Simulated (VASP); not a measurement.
# SiC18 in VASP: single point with PBE

Aim: the single point of SiC18 with PBE.

Everything below comes from runs of VASP 6.6.1. Logs are shortened: lines on timing, memory, paths and dates and some standing lists are left out, and cuts for length are marked.

### Step 1. The cell of the first run

The cell holds a slab with vacuum, 19 atoms: a = 7.398 Å, b = 7.398 Å, c = 11.000 Å, α = 90.00°, β = 90.00°, γ = 120.00°.

### Step 2. Single point, PBE, collinear spin

File INCAR:

```
PREC = Accurate
ENCUT = 520
EDIFF = 1E-6
ISMEAR = -1
SIGMA = 0.02
LREAL = Auto
LASPH = True
NELM = 150
ALGO = Normal
ISIF = 2
LWAVE = False
LCHARG = True
ISPIN = 2
MAGMOM = 0 0 0 0 0 0 0 0 0 0 0 0 0 0 0 0 0 0 0.22
LORBIT = 11
GGA = PE
LELF = True
LVHAR = True
NBANDS = 57
```

File KPOINTS:

```
regular mesh
0
Gamma
  2 2 1
```

File POSCAR:

```
SiC18
1.0
    7.3980000000      0.0000000000      0.0000000000
   -3.6990000000      6.4068560000      0.0000000000
    0.0000000000      0.0000000000     11.0000000000
C Si
18 1
Direct
    0.0051091687      0.0037292863      0.0917462727
    0.2270977425      0.1128102458      0.0903570909
    0.0049415463      0.3346760096      0.0859219091
    0.2267091011      0.4455617545      0.0892869091
    0.0051125098      0.6657959848      0.0917910909
    0.2271138498      0.7787067479      0.0904078182
    0.3374574291      0.0009354042      0.0892574545
    0.5592203473      0.1118094429      0.0859133636
    0.3370655282      0.3336876933      0.0903732727
    0.5590493471      0.4427602244      0.0917709091
    0.3370761599      0.6677938446      0.0904392727
    0.5590730627      0.7806978961      0.0918399091
    0.6708020285      0.0018068145      0.0863394545
    0.8933664755      0.1130949408      0.0863081818
    0.6707943479      0.3333926968      0.0862914545
    0.8933576228      0.4446744238      0.0863136364
    0.6691720171      0.6667811794      0.0960538182
    0.8950178156      0.7797187887      0.0959828182
    0.7825602597      0.7233394976      0.2790599091
```

Potentials or basis: VASP PAW PBE potentials, release 64 (C, Si).

Run with:

```sh
> cat potpaw_PBE.64/C/POTCAR potpaw_PBE.64/Si/POTCAR > POTCAR
> mpirun -np 1 vasp_std > vasp.out
```

OUTCAR:

```text
PREC = Accurate
   ENCUT = 520
   EDIFF = 1E-6
   ISMEAR = -1
   LREAL = Auto
   LASPH = True
   NELM = 150
   ISIF = 2
   ISPIN = 2
   LORBIT = 11
   GGA = PE

 ion  position               nearest neighbor table
   1  0.005  0.004  0.092-  14 1.42   2 1.42  18 1.44
   2  0.227  0.113  0.090-   9 1.42   1 1.42   7 1.42
   3  0.005  0.335  0.086-  14 1.42  16 1.42   4 1.42
   4  0.227  0.446  0.089-   3 1.42   9 1.42  11 1.42
   5  0.005  0.666  0.092-  16 1.42   6 1.42  18 1.44
   6  0.227  0.779  0.090-  11 1.42   5 1.42   7 1.42
[... 8 lines left out ...]
  15  0.671  0.333  0.086-  10 1.42   8 1.42  16 1.43
  16  0.893  0.445  0.086-   5 1.42   3 1.42  15 1.43
  17  0.669  0.667  0.096-  12 1.44  10 1.44  18 1.45  19 2.14
  18  0.895  0.780  0.096-   1 1.44   5 1.44  17 1.45  19 2.14
  19  0.783  0.723  0.279-  18 2.14  17 2.14

  LATTYP: Found a hexagonal cell.
 ALAT       =     7.3980000000
 C/A-ratio  =     1.4868883482

  Lattice vectors:

 A1 = (   7.3980000000,   0.0000000000,   0.0000000000)
 A2 = (  -3.6990000000,   6.4068560000,   0.0000000000)
 A3 = (   0.0000000000,   0.0000000000,  11.0000000000)

Analysis of symmetry for initial positions (statically):
=====================================================================
 Subroutine PRICEL returns:
 Original cell was already a primitive cell.

 Routine SETGRP: Setting up the symmetry group for a
 hexagonal supercell.

 Subroutine GETGRP returns: Found  1 space group operations
 (whereof  1 operations were pure point group operations)
 out of a pool of 24 trial point group operations.

The static configuration has the point symmetry C_1 .

Analysis of symmetry for dynamics (positions and initial velocities):
=====================================================================
 Subroutine PRICEL returns:
 Original cell was already a primitive cell.

 Routine SETGRP: Setting up the symmetry group for a
 hexagonal supercell.

 Subroutine GETGRP returns: Found  1 space group operations
 (whereof  1 operations were pure point group operations)
 out of a pool of 24 trial point group operations.

The dynamic configuration has the point symmetry C_1 .

Analysis of structural, dynamic, and magnetic symmetry:
=====================================================================
 Subroutine PRICEL returns:
 Original cell was already a primitive cell.

[... 159 lines left out ...]

 number of electron      76.0000000 magnetization      -0.0000501

 Free energy of the ion-electron system (eV)
  ---------------------------------------------------
  ext. energy  EPLUGINS =         0.00000000
  ---------------------------------------------------
  free energy    TOTEN  =      -167.34765396 eV

  energy without entropy =     -167.34314793  energy(sigma->0) =     -167.34540094

 E-fermi :  -0.7875     XC(G=0):  -4.4891

 val. band max:       -0.8594003732   @ k =   0.5000   0.5000   0.0000
 cond. band min:      -0.7296002105   @ k =   0.5000  -0.0000   0.0000
 fundamental gap:      0.1298001627
 Fermi energy:        -0.7875471686

 spin component 1

 k-point     1 :       0.0000    0.0000    0.0000
  band No.  band energies     occupation
      1     -20.6874      1.00000
      2     -18.4685      1.00000
      3     -18.1010      1.00000
      4     -18.0340      1.00000
      5     -17.9615      1.00000
      6     -17.8757      1.00000
[... 201 lines left out ...]
     49       4.2299      0.00000
     50       4.8347      0.00000
 Fermi energy:        -0.7875471686

 spin component 2

 k-point     1 :       0.0000    0.0000    0.0000
  band No.  band energies     occupation
      1     -20.6874      1.00000
      2     -18.4685      1.00000
      3     -18.1010      1.00000
      4     -18.0340      1.00000
      5     -17.9615      1.00000
      6     -17.8757      1.00000
[... 201 lines left out ...]
     49       4.2298      0.00000
     50       4.8347      0.00000
 [bands above 50 left out]

------------------------ aborting loop because EDIFF is reached ----------------------------------------

  FORCE on cell =-STRESS in cart. coord.  units (eV):
  Direction    XX          YY          ZZ          XY          YZ          ZX
  --------------------------------------------------------------------------------------
  -------------------------------------------------------------------------------------
  Total        4.5767810      5.7328864     -0.9889187     -0.9967124     -0.0038219     -0.0104357
  in kB       14.0643199     17.6169995     -3.0389195     -3.0628693     -0.0117446     -0.0320685
  external PRESSURE =       9.5474666 kB  Pullay stress =       0.0000000 kB

 VOLUME and BASIS-vectors are now :
 -----------------------------------------------------------------------------
  energy-cutoff  :      520.00
  volume of cell :      521.38
      direct lattice vectors                 reciprocal lattice vectors
     7.398000000  0.000000000  0.000000000     0.135171668  0.078041398  0.000000000
    -3.699000000  6.406856000  0.000000000     0.000000000  0.156082796  0.000000000
     0.000000000  0.000000000 11.000000000     0.000000000  0.000000000  0.090909091

 POSITION                                       TOTAL-FORCE (eV/Angst)
 -----------------------------------------------------------------------------------
      0.02400      0.02389      1.00921        -0.067890      0.006548      0.084840
      1.26278      0.72276      0.99393         0.116279      0.097115     -0.007858
     -1.20141      2.14422      0.94514        -0.036060     -0.018232     -0.007959
      0.02906      2.85465      0.98216         0.048498      0.029394      0.057469
     -2.42496      4.26566      1.00970        -0.032107     -0.062531      0.080552
     -1.20025      4.98906      0.99449         0.138939      0.051175     -0.004054
[... 11 lines left out ...]
      3.73716      4.99555      1.05581        -0.019051     -0.009242      0.048421
      3.11375      4.63433      3.06966        -0.002141     -0.001512     -0.429664
 -----------------------------------------------------------------------------------
    total drift:                               -0.000425      0.013340      0.007772

  FREE ENERGIE OF THE ION-ELECTRON SYSTEM (eV)
  ---------------------------------------------------
  free  energy   TOTEN  =      -167.3476539567 eV

  energy  without entropy=     -167.3431479276  energy(sigma->0) =     -167.34540094

 total charge

# of ion       s       p       d       tot
------------------------------------------
    1        0.863   1.780   0.000   2.643
    2        0.861   1.799   0.000   2.661
    3        0.862   1.796   0.000   2.658
    4        0.861   1.789   0.000   2.651
    5        0.863   1.780   0.000   2.643
    6        0.861   1.799   0.000   2.661
[... 11 lines left out ...]
   18        0.857   1.787   0.000   2.644
   19        0.942   0.589   0.000   1.531
--------------------------------------------------
tot         16.445  32.838   0.000  49.283

 magnetization (x)

# of ion       s       p       d       tot
------------------------------------------
    1        0.000  -0.000   0.000  -0.000
    2       -0.000   0.000   0.000   0.000
    3       -0.000   0.000   0.000  -0.000
    4        0.000   0.000   0.000   0.000
    5        0.000  -0.000   0.000  -0.000
    6       -0.000   0.000   0.000   0.000
[... 11 lines left out ...]
   18       -0.000  -0.000   0.000  -0.000
   19       -0.000   0.000   0.000   0.000
--------------------------------------------------
tot         -0.000   0.000   0.000   0.000
```

stdout:

```text
POSCAR found type information on POSCAR C Si
 POSCAR found :  2 types and      19 ions
 scaLAPACK will be used
 LDA part: xc-table for (Slater+PW92), standard interpolation
 POSCAR, INCAR and KPOINTS ok, starting setup
 FFT: planning ... GRIDC
 FFT: planning ... GRID_SOFT
 FFT: planning ... GRID
 WAVECAR not read
 entering main loop
```

It took 7.9 min on 1 thread of Intel Xeon Platinum 8488C (Sapphire Rapids), shared host; peak memory 0.81 GiB.

What came out:

| Item | Value |
| --- | --- |
| Free energy | -167.3477 eV |
| Largest force | 0.430 eV/Å |
| Band gap on the k mesh | zero (filled and empty bands overlap) |
| Net moment | 0.00 μB per cell |
| Valence electrons inside the program's atomic spheres | C 2.64, 2.66, 2.65 (each value once); Si 1.53 |

Forces in eV/Å, atoms in the order of the input:
```
C   -0.068  0.007  0.085
C    0.116  0.097 -0.008
C   -0.036 -0.018 -0.008
C    0.048  0.029  0.057
C   -0.032 -0.063  0.081
C    0.139  0.051 -0.004
C   -0.039 -0.028  0.058
C    0.039  0.020 -0.011
C   -0.109 -0.091 -0.002
C    0.070  0.000  0.086
C   -0.135 -0.043 -0.012
C    0.023  0.063  0.083
C   -0.059  0.033 -0.018
C   -0.017  0.073 -0.019
C    0.014 -0.075 -0.020
C    0.054 -0.051 -0.015
C    0.011  0.006  0.049
C   -0.019 -0.009  0.048
Si  -0.002 -0.002 -0.430
```

Caveat: the k points lie up to 0.49 Å⁻¹ apart.
